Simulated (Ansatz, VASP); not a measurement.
# One calculation of LiCl, two programs

POSCAR

```
LiCl
1.0
    4.0986288315      0.0000000000      0.0000000000
   -2.0493144158      3.5495166887      0.0000000000
    0.0000000000      0.0000000000      6.2244572281
Li Cl
2 2
Direct
    0.3333333333      0.6666666667     -0.0078656557
    0.6666666667      0.3333333333      0.4921343443
    0.3333333333      0.6666666667      0.3828656557
    0.6666666667      0.3333333333      0.8828656557
```

The input INCAR.step1:

```
SYSTEM = LiCl
PREC     = Accurate       ! precision mode
ENCUT    = 520            ! plane-wave cutoff, eV
EDIFF    = 1E-5           ! SCF threshold, eV
ISMEAR   = 0              ! smearing method
SIGMA    = 0.01           ! smearing width, eV
LREAL    = .FALSE.        ! projectors in reciprocal space
LASPH    = .TRUE.         ! aspherical terms in the spheres
NELM     = 60             ! most SCF steps
ALGO     = Normal         ! electronic algorithm
ISIF     = 2              ! what is computed and relaxed
LWAVE    = .TRUE.         ! write WAVECAR
LCHARG   = .FALSE.        ! write CHGCAR
NBANDS   = 18             ! bands
GGA      = PE             ! functional
KPAR     = 4
```

File INCAR.step2:

```
SYSTEM = LiCl
PREC     = Accurate       ! precision mode
ENCUT    = 520            ! plane-wave cutoff, eV
EDIFF    = 1E-7           ! SCF threshold, eV
ISMEAR   = 0              ! smearing method
SIGMA    = 0.01           ! smearing width, eV
LREAL    = .FALSE.        ! projectors in reciprocal space
LASPH    = .TRUE.         ! aspherical terms in the spheres
NELM     = 60             ! most SCF steps
ALGO     = Normal         ! electronic algorithm
ISIF     = 2              ! what is computed and relaxed
LWAVE    = .FALSE.        ! write WAVECAR
LCHARG   = .FALSE.        ! write CHGCAR
GGA      = PE             ! functional
LHFCALC  = .TRUE.         ! exact exchange
HFSCREEN = 0.2079         ! screening, 1/A
PRECFOCK = Normal       
NBANDS   = 18             ! bands
ISTART   = 1            
KPAR     = 4
```

KPOINTS

```
Automatic mesh
0
G
  6 6 4
  0 0 0
```

Input for Ansatz:

```yaml
crystal:
  lattice:
    - [4.0986288315, 0.0, 0.0]
    - [-2.0493144158, 3.5495166887, 0.0]
    - [0.0, 0.0, 6.2244572281]
  atoms:
    - { symbol: Li, position: [0.3333333333, 0.6666666667, -0.0078656557] }
    - { symbol: Li, position: [0.6666666667, 0.3333333333, 0.4921343443] }
    - { symbol: Cl, position: [0.3333333333, 0.6666666667, 0.3828656557] }
    - { symbol: Cl, position: [0.6666666667, 0.3333333333, 0.8828656557] }
kpoints:
  mp_grid: { grid: [6, 6, 4] }
  band_path:
    path:
      - [0.0, 0.0, 0.0]
      - [0.5, 0.0, 0.0]
      - [0.3333333333, 0.3333333333, 0.0]
      - [0.0, 0.0, 0.5]
      - [0.5, 0.0, 0.5]
      - [0.3333333333, 0.3333333333, 0.5]
    npoints: 1
hamiltonian:
  xc: hse06
scf:
  occupations: { method: fixed }
  n_extra_bands: 5
output:
  forces: true
  stress: true
  eigenvalues: true
```

Change from the starting cell: biaxial_xy strain +5.2%.

Alike in both runs: task single point; functional HSE06; k mesh 6 × 6 × 4; no spin polarisation.

|  | VASP | Ansatz |
| --- | --- | --- |
| version | VASP 6.6.1 | Ansatz 0.2.0 |
| potentials or method | VASP PAW PBE potentials, release 64 (Li_sv, Cl) | plane waves, PAW |
| plane-wave cutoff (eV) | 520 | 420 |
| occupations | gaussian, width 0.01 eV | fixed |
| valence electrons in the cell | 20 | 20 |

```tsv
	VASP	Ansatz	Ansatz less VASP
gap on the k mesh at the Fermi level (eV)	6.89	6.89	-0.001
rms of the force components (eV/Å)	0.004	0.004	+0.0005
```

Atom by atom the forces differ by 0.000 eV/Å (rms over components). Ansatz's warnings: stress exchange threshold loose, stress scf threshold loose.

Noted on VASP's run: the cutoff is under 1.25 times that of the potentials, so the pressure is a little rough.
